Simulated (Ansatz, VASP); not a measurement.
## One calculation of ZnCd5S6, two programs

File INCAR:

```
  PREC = Accurate
  ENCUT = 600
  EDIFF = 1E-6
  ISMEAR = 0
  SIGMA = 0.1
  LREAL = F
  LASPH = T
  NELM = 100
  ALGO = Normal
  ISIF = 3
  LWAVE = F
  LCHARG = F
  GGA = PE
  IBRION = 2
  NSW = 90
  EDIFFG = -0.04
```

KPOINTS

```
Automatic mesh
0
Gamma
  6 6 1
```

Contents of POSCAR:

```
ZnCd5S6
1.0
    4.0216074400      0.0000000000      0.0000000000
   -2.0108037200      3.4828142000      0.0000000000
    0.0000000000      0.0000000000     19.7267133600
Zn Cd S
1 5 6
Direct
    0.6666666700      0.3333333300      0.3332648300
    0.3333333300      0.6666666700      0.8332648300
    0.6666666700      0.3333333300      0.6668637400
    0.3333333300      0.6666666700      0.1668637400
    0.0000000000      0.0000000000      0.4999412000
    0.0000000000      0.0000000000      0.9999412000
    0.3333333300      0.6666666700      0.9581155800
    0.6666666700      0.3333333300      0.4581155800
    0.6666666700      0.3333333300      0.7917082300
    0.3333333300      0.6666666700      0.2917082300
    0.0000000000      0.0000000000      0.6251074100
    0.0000000000      0.0000000000      0.1251074100
```

Input for Ansatz:

```yaml
crystal:
  lattice:
    - [4.02160744, 0.0, 0.0]
    - [-2.01080372, 3.4828142, 0.0]
    - [0.0, 0.0, 19.72671336]
  atoms:
    - { symbol: Zn, position: [0.66666667, 0.33333333, 0.33326483] }
    - { symbol: Cd, position: [0.33333333, 0.66666667, 0.83326483] }
    - { symbol: Cd, position: [0.66666667, 0.33333333, 0.66686374] }
    - { symbol: Cd, position: [0.33333333, 0.66666667, 0.16686374] }
    - { symbol: Cd, position: [0.0, 0.0, 0.4999412] }
    - { symbol: Cd, position: [0.0, 0.0, 0.9999412] }
    - { symbol: S, position: [0.33333333, 0.66666667, 0.95811558] }
    - { symbol: S, position: [0.66666667, 0.33333333, 0.45811558] }
    - { symbol: S, position: [0.66666667, 0.33333333, 0.79170823] }
    - { symbol: S, position: [0.33333333, 0.66666667, 0.29170823] }
    - { symbol: S, position: [0.0, 0.0, 0.62510741] }
    - { symbol: S, position: [0.0, 0.0, 0.12510741] }
basis:
  ecutwfc: 420
kpoints:
  mp_grid: { grid: [6, 6, 1] }
hamiltonian:
  xc: pbe
scf:
  occupations: { method: gaussian, width: 0.1 }
  lower_state_search: "off"
output:
  forces: true
  stress: true
  eigenvalues: true
relax:
  adjacent_minimum: "off"
  f_tol: 0.04
  max_steps: 70
  cell: { stress_tol: 0.4 }
```

Alike in both runs: task relaxation of cell and atoms; functional PBE; k mesh 6 × 6 × 1; occupations gaussian, width 0.1 eV; no spin polarisation.

|  | VASP | Ansatz |
| --- | --- | --- |
| version | VASP 6.6.1 | Ansatz 0.2.0 |
| potentials or method | VASP PAW PBE potentials, release 64 (Zn, Cd, S), cutoff 600 eV | scalar-relativistic, plane waves, PAW |
| valence electrons in the cell | 108 | 148 |

VASP gave:

```
gap on the k mesh at the Fermi level, each at its own relaxed structure (eV) : 1.09
relaxed volume (Å³/atom)                                                     : 25.14
relaxed cell length with the largest relative difference (Å)                 : 20.363
```

Q: What did Ansatz give for the same quantities?

A: gap on the k mesh at the Fermi level, each at its own relaxed structure (eV): 1.10; relaxed volume (Å³/atom): 25.03; relaxed cell length with the largest relative difference (Å): 20.331.

VASP's potentials hold 108 valence electrons a cell and Ansatz's 148, so a difference there can come from the potentials and not from the codes.
